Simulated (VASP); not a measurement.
# InTe2Cl (R-3m) in VASP: notebook

The runs below take InTe2Cl through single point, with PBE.

All numbers are computed with VASP 6.6.1; they aren't measurements. Logs are shortened: lines on timing, memory, paths and dates and some standing lists are left out, and cuts for length are marked.

### 1 The cell of the first run

It takes space group R-3m (No. 166, trigonal). The conventional cell has a = 4.365 Å, b = 4.365 Å, c = 21.809 Å, α = 90.00°, β = 90.00°, γ = 120.00°. Te (site symmetry 3m) has 3 In at 2.99 Å and 3 Cl at 3.24 Å within 3.9 Å. Within 4.3 Å of Cl (site symmetry -3m) lie 6 Te at 3.24 Å. In (site symmetry -3m) has 6 Te at 2.99 Å within 3.9 Å.

### 2 Single point, PBE

INCAR

```
SYSTEM = InTe2Cl
  PREC = Accurate
  ENCUT = 520
  EDIFF = 1E-6
  ISMEAR = -1
  SIGMA = 0.0602
  LREAL = .False.
  LASPH = .True.
  NELM = 100
  ALGO = Normal
  ISIF = 2
  LWAVE = .False.
  LCHARG = .True.
  GGA = PE
  LELF = .True.
  LVHAR = .True.
  NBANDS = 24
```

KPOINTS

```
regular mesh
0
Gamma
  7 7 7
  0 0 0
```

POSCAR

```
InTe2Cl
1.0
    2.1825306348      3.7802539486     -0.0000007351
   -2.1825306348      3.7802539486     -0.0000007351
    0.0000000000     -2.5201678853      7.2698221807
Te Cl In
2 1 1
Direct
    0.2597150288      0.2597150288      0.7791450864
    0.7402849712      0.7402849712      0.2208549136
    0.5000000000      0.5000000000      0.5000000000
    0.0000000000      0.0000000000      0.0000000000
```

Potentials or basis: VASP PAW PBE potentials, release 64 (Te, Cl, In_d).

Command:

```bash
> cat potpaw_PBE.64/Te/POTCAR potpaw_PBE.64/Cl/POTCAR potpaw_PBE.64/In_d/POTCAR > POTCAR
> mpirun -np 1 vasp_std > vasp.out
```

OUTCAR:

```text
SYSTEM = InTe2Cl
   PREC = Accurate
   ENCUT = 520
   EDIFF = 1E-6
   ISMEAR = -1
   LREAL = .False.
   LASPH = .True.
   NELM = 100
   ISIF = 2
   GGA = PE

 ion  position               nearest neighbor table
   1  0.260  0.260  0.779-   4 2.99   4 2.99   4 2.99
   2  0.740  0.740  0.221-   4 2.99   4 2.99   4 2.99
   3  0.500  0.500  0.500-
   4  0.000  0.000  0.000-   1 2.99   2 2.99   2 2.99   2 2.99   1 2.99   1 2.99

  LATTYP: Found a trigonal (rhomboedric) cell.
 ALAT       =     7.6942550458
 COS(alpha) =     0.8390772164

  Lattice vectors:

 A1 = (  -2.1825306348,   1.2600860633,   7.2698214456)
 A2 = (   0.0000000000,  -2.5201678853,   7.2698221807)
 A3 = (   2.1825306348,   1.2600860633,   7.2698214456)

Analysis of symmetry for initial positions (statically):
=====================================================================
 Subroutine PRICEL returns:
 Original cell was already a primitive cell.

 Routine SETGRP: Setting up the symmetry group for a
 trigonal (rhombohedral) supercell.

 Subroutine GETGRP returns: Found 12 space group operations
 (whereof 12 operations were pure point group operations)
 out of a pool of 12 trial point group operations.

The static configuration has the point symmetry D_3d.

Analysis of symmetry for dynamics (positions and initial velocities):
=====================================================================
 Subroutine PRICEL returns:
 Original cell was already a primitive cell.

 Routine SETGRP: Setting up the symmetry group for a
 trigonal (rhombohedral) supercell.

 Subroutine GETGRP returns: Found 12 space group operations
 (whereof 12 operations were pure point group operations)
 out of a pool of 12 trial point group operations.

The dynamic configuration has the point symmetry D_3d.

 Subroutine INISYM returns: Found 12 space group operations
 (whereof 12 operations are pure point group operations),
 and found     1 'primitive' translations

----------------------------------------------------------------------------------------

                                     Primitive cell

  volume of cell :     119.9596

  direct lattice vectors                    reciprocal lattice vectors
     2.182530635  3.780253949 -0.000000735     0.229091859  0.132266255  0.045851626
    -2.182530635  3.780253949 -0.000000735    -0.229091859  0.132266255  0.045851626
     0.000000000 -2.520167885  7.269822181     0.000000000  0.000000027  0.137554956

  length of vectors
     4.365061270  4.365061270  7.694255046     0.268476840  0.268476840  0.137554956

  position of ions in fractional coordinates (direct lattice)
     0.259715029  0.259715029  0.779145086
     0.740284971  0.740284971  0.220854914
     0.500000000  0.500000000  0.500000000
     0.000000000  0.000000000  0.000000000

  ion indices of the primitive-cell ions
   primitive index   ion index
                 1           1
                 2           2
                 3           3
                 4           4

----------------------------------------------------------------------------------------

 KPOINTS: regular mesh

Automatic generation of k-mesh.
 Grid dimensions read from file:
 generate k-points for:    7    7    7

 Generating k-lattice:

  Cartesian coordinates                     Fractional coordinates (reciprocal lattice)
     0.032727408  0.018895179  0.006550232     0.142857143 -0.000000000  0.000000000
    -0.032727408  0.018895179  0.006550232    -0.000000000  0.142857143  0.000000000
     0.000000000  0.000000004  0.019650708     0.000000000  0.000000000  0.142857143

  Length of vectors
     0.038353834  0.038353834  0.019650708

  Shift w.r.t. Gamma in fractional coordinates (k-lattice)
     0.000000000  0.000000000  0.000000000

 Subroutine IBZKPT returns following result:
 ===========================================

 Found     44 irreducible k-points:

 Following reciprocal coordinates:
            Coordinates               Weight
  0.000000  0.000000  0.000000      1.000000
  0.142857 -0.000000  0.000000      6.000000
  0.285714 -0.000000 -0.000000      6.000000
  0.428571 -0.000000  0.000000      6.000000
  0.142857  0.142857  0.000000      6.000000
  0.285714  0.142857  0.000000     12.000000
[... 16 lines left out ...]
  0.142857  0.142857  0.142857      6.000000
  0.285714  0.142857  0.142857     12.000000
 [... further k-points ...]
   k-points           NKPTS =     44   k-points in BZ     NKDIM =     44   number of bands    NBANDS=     24
   number of dos      NEDOS =    301   number of ions     NIONS =      4
   total plane-waves  NPLWV =  61440
   dimension x,y,z NGX =    32 NGY =   32 NGZ =   60
   dimension x,y,z NGXF=    64 NGYF=   64 NGZF=  120
   ions per type =               2   1   1
   NGX,Y,Z   is equivalent  to a cutoff of  12.19, 12.19, 12.96 a.u.
   NGXF,Y,Z  is equivalent  to a cutoff of  24.37, 24.37, 25.93 a.u.
 SYSTEM =  InTe2Cl
   PREC   = accura    normal or accurate (medium, high low for compatibility)
   ISTART =      0    job   : 0-new  1-cont  2-samecut
   ICHARG =      2    charge: 1-file 2-atom 10-const
   ISPIN  =      1    spin polarized calculation?
   LNONCOLLINEAR =      F non collinear calculations
   LSORBIT =      F    spin-orbit coupling
   LASPH  =      T    aspherical Exc in radial PAW
   ENCUT  =  520.0 eV  38.22 Ry    6.18 a.u.   8.12  8.12 14.31*2*pi/ulx,y,z
   NELM   =    100;   NELMIN=  2; NELMDL= -5     # of ELM steps
   EDIFF  = 0.1E-05   stopping-criterion for ELM
   LREAL  =      F    real-space projection
   EDIFFG = 0.1E-04   stopping-criterion for IOM
   NSW    =      0    number of steps for IOM
   IBRION =     -1    ionic relax: 0-MD 1-quasi-New 2-CG
   NFREE  =      0    steps in history (QN), initial steepest desc. (CG)
   ISIF   =      2    stress and relaxation
   ISYM   =      2    0-nonsym 1-usesym 2-fastsym
   POTIM  = 0.5000    time-step for ionic-motion
   TEBEG  =    0.0;   TEEND  =   0.0 temperature during run
   PSTRESS=    0.0 pullay stress
   NELECT =      32.0000    total number of electrons
   NUPDOWN=      -1.0000    fix difference up-down
   EMIN   =  10.00;   EMAX   =-10.00  energy-range for DOS
   EFERMI =   0.00;   METHOD = LEGACY
   ISMEAR =    -1;   SIGMA  =   0.06  broadening in eV -4-tet -1-fermi 0-gaus
   EFERMI_NEDOS =   21; number of points for ismear=-14 and -15
   IALGO  =     38    algorithm
   IMIX   =      4    mixing-type and parameters
     AMIX     =   0.40;   BMIX     =  1.00
     AMIX_MAG =   1.60;   BMIX_MAG =  1.00
  volume/ion in A,a.u.               =      29.99       202.38
  Fermi-wavevector in a.u.,A,eV,Ry     =   1.053852  1.991492 15.110697  1.110605
  Thomas-Fermi vector in A             =   2.188990
   LORBIT       =      0    0 simple, 1 ext, 2 COOP (PROOUT), +10 PAW based schemes
   GGA     = PE    functional components
   LHFCALC =     F    Hartree Fock is set to
   AEXX    =    0.0000 exact exchange contribution
   IVDW    =     0    specifies the selected vdW correction
   LEPSILON=     F    determine dielectric tensor
   LRPA    =     F    only Hartree local field effects (RPA)
 non-spin polarized calculation
  energy-cutoff  :      520.00
  volume of cell :      119.96
 maximum number of plane-waves:      3243
   NGX = 17   NGY = 17   NGZ = 29

 number of electron      31.9999998 magnetization

 Free energy of the ion-electron system (eV)
  ---------------------------------------------------
  ext. energy  EPLUGINS =         0.00000000
  ---------------------------------------------------
  free energy    TOTEN  =       -11.10393373 eV

  energy without entropy =      -11.05763082  energy(sigma->0) =      -11.08078228

 E-fermi :   4.7919     XC(G=0):  -9.1392

 val. band max:        4.7915989035   @ k =   0.4286   0.2857   0.0000
 cond. band min:       4.8121963257   @ k =   0.2857  -0.0000  -0.0000
 fundamental gap:      0.0205974222
 Fermi energy:         4.7918671363

 k-point     1 :       0.0000    0.0000    0.0000
  band No.  band energies     occupation
      1      -9.9166      2.00000
      2      -9.5298      2.00000
      3      -9.5298      2.00000
      4      -9.4735      2.00000
      5      -9.4518      2.00000
      6      -9.4518      2.00000
[... 16 lines left out ...]
     23      11.3769      0.00000
     24      11.3769      0.00000

 k-point     2 :       0.1429   -0.0000    0.0000
  band No.  band energies     occupation
      1      -9.8786      2.00000
      2      -9.5522      2.00000
      3      -9.5258      2.00000
      4      -9.4677      2.00000
      5      -9.4545      2.00000
      6      -9.4496      2.00000
[... 16 lines left out ...]
     23      11.7023      0.00000
     24      11.8659      0.00000

 k-point     3 :       0.2857   -0.0000   -0.0000
  band No.  band energies     occupation
      1      -9.7929      2.00000
      2      -9.6011      2.00000
      3      -9.5190      2.00000
      4      -9.4646      2.00000
      5      -9.4495      2.00000
      6      -9.4423      2.00000
[... 16 lines left out ...]
     23      12.1576      0.00000
     24      12.7037      0.00000

 k-point     4 :       0.4286   -0.0000    0.0000
  band No.  band energies     occupation
      1      -9.7208      2.00000
      2      -9.6419      2.00000
      3      -9.5158      2.00000
      4      -9.4688      2.00000
      5      -9.4395      2.00000
      6      -9.4340      2.00000
[... 16 lines left out ...]
     23      11.6602      0.00000
     24      13.4375      0.00000

 k-point     5 :       0.1429    0.1429    0.0000
  band No.  band energies     occupation
      1      -9.8777      2.00000
      2      -9.5522      2.00000
      3      -9.5258      2.00000
      4      -9.4678      2.00000
      5      -9.4543      2.00000
      6      -9.4496      2.00000
[... 451 lines left out ...]
 k-point    22 :      -0.2857   -0.0000    0.1429
  band No.  band energies     occupation
      1      -9.7917      2.00000
      2      -9.6033      2.00000
      3      -9.5190      2.00000
      4      -9.4647      2.00000
      5      -9.4491      2.00000
      6      -9.4423      2.00000
[... 16 lines left out ...]
     23      11.7669      0.00000
     24      12.6604      0.00000

 k-point    23 :       0.1429    0.1429    0.1429
  band No.  band energies     occupation
      1      -9.8740      2.00000
      2      -9.5505      2.00000
      3      -9.5258      2.00000
      4      -9.4679      2.00000
      5      -9.4539      2.00000
      6      -9.4496      2.00000
[... 16 lines left out ...]
     23      11.7144      0.00000
     24      11.8986      0.00000

 k-point    24 :       0.2857    0.1429    0.1429
  band No.  band energies     occupation
      1      -9.8182      2.00000
      2      -9.5752      2.00000
      3      -9.5270      2.00000
      4      -9.4596      2.00000
      5      -9.4564      2.00000
      6      -9.4437      2.00000
[... 16 lines left out ...]
     23      11.0331      0.00000
     24      13.0570      0.00000

 [... further k-points ...]
[... 5 lines left out ...]
  --------------------------------------------------------------------------------------
  -------------------------------------------------------------------------------------
  Total       -0.0329244     -0.0329244     -0.0534526      0.0000000     -0.0000000      0.0000000
  in kB       -0.4397372     -0.4397372     -0.7139120      0.0000000     -0.0000001      0.0000000
  external PRESSURE =      -0.5311288 kB  Pullay stress =       0.0000000 kB

 VOLUME and BASIS-vectors are now :
 -----------------------------------------------------------------------------
  energy-cutoff  :      520.00
  volume of cell :      119.96
      direct lattice vectors                 reciprocal lattice vectors
     2.182530635  3.780253949 -0.000000735     0.229091859  0.132266255  0.045851626
    -2.182530635  3.780253949 -0.000000735    -0.229091859  0.132266255  0.045851626
     0.000000000 -2.520167885  7.269822181     0.000000000  0.000000027  0.137554956

 POSITION                                       TOTAL-FORCE (eV/Angst)
 -----------------------------------------------------------------------------------
      0.00000      0.00000      5.66425        -0.000000     -0.000000     -0.007101
      0.00000      5.04034      1.60557        -0.000000      0.000000      0.007101
      0.00000      2.52017      3.63491         0.000000     -0.000000      0.000000
      0.00000      0.00000      0.00000        -0.000000     -0.000000      0.000000
 -----------------------------------------------------------------------------------
    total drift:                               -0.000000     -0.000000     -0.000000

  FREE ENERGIE OF THE ION-ELECTRON SYSTEM (eV)
  ---------------------------------------------------
  free  energy   TOTEN  =       -11.1039337319 eV

  energy  without entropy=      -11.0576308210  energy(sigma->0) =      -11.08078228
```

Run time: 81 s. Hardware: 1 thread of Intel Xeon Platinum 8375C at 2.90GHz (Ice Lake), shared host; peak memory 0.32 GiB.

What came out:

* Free energy: -11.1039 eV
* Pressure: -0.1 GPa
* Largest force: 0.007 eV/Å
* Band gap on the k mesh: zero (band 16 reaches 5.03 eV, above the bottom of band 17 at 4.35 eV)

Forces on the atoms (eV/Å):
```
Te   0.000  0.000 -0.007
Te   0.000  0.000  0.007
Cl   0.000  0.000  0.000
In   0.000  0.000  0.000
```

Caveat: spin-orbit coupling is left out, which moves the levels of the heavy elements.

### 3 Single point, PBE

This run uses another cell than the first one, of 32.25 Å³/atom, 1.075 times its volume.

INCAR

```
SYSTEM = InTe2Cl
  ALGO = Normal
  EDIFF = 1E-7
  ENCUT = 520
  GGA = PE
  ISIF = 2
  ISMEAR = -1
  LASPH = .TRUE.
  LCHARG = .TRUE.
  LELF = .TRUE.
  LREAL = .FALSE.
  LVHAR = .TRUE.
  LWAVE = .FALSE.
  NBANDS = 24
  NELM = 80
  PREC = Accurate
  SIGMA = 0.0602
```

KPOINTS

```
k-points
0
G
  9 9 9
  0 0 0
```

POSCAR

```
InTe2Cl
1.0
    2.1970800000      3.8054520000      0.0000000000
   -2.1970800000      3.8054520000      0.0000000000
    0.0000000000     -2.5369650000      7.7135340000
Te Cl In
2 1 1
Direct
    0.2430000000      0.2430000000      0.7290000000
    0.7570000000      0.7570000000      0.2710000000
    0.5000000000      0.5000000000      0.5000000000
    0.0000000000      0.0000000000      0.0000000000
```

Potentials or basis: VASP PAW PBE potentials, release 64 (Te, Cl, In_d).

Command:

```bash
> cat potpaw_PBE.64/Te/POTCAR potpaw_PBE.64/Cl/POTCAR potpaw_PBE.64/In_d/POTCAR > POTCAR
> mpirun -np 1 vasp_std > vasp.out
```

Wall time 7.1 min (1 thread of Oxide Virtual Turin-like, shared host); peak memory 0.41 GiB.

Results (log left out):

- Free energy: -10.2396 eV
- Pressure: -3.2 GPa
- Largest force: 1.587 eV/Å
- Band gap on the k mesh: zero (band 16 reaches 4.65 eV, above the bottom of band 17 at 3.78 eV)

Forces on the atoms (eV/Å):
```
Te   0.000  0.000  1.587
Te   0.000  0.000 -1.587
Cl   0.000  0.000  0.000
In   0.000  0.000  0.000
```

Stress tensor (GPa, compression positive):
```
-2.13  0.00  0.00
 0.00 -2.13  0.00
 0.00  0.00 -5.22
```

Levels at points of the mesh, in eV from the Fermi level:
| k point | band 14 | band 15 | band 16 | band 17 | band 18 | band 19 |
| --- | --- | --- | --- | --- | --- | --- |
| (0.00, 0.00, 0.00) | -0.45 | -0.39 | 0.15 | 0.15 | 0.63 | 3.82 |

Caveat: spin-orbit coupling is left out, which moves the levels of the heavy elements; forces of over 1 eV/Å act on the atoms, so gaps and moduli don't describe the material at rest.
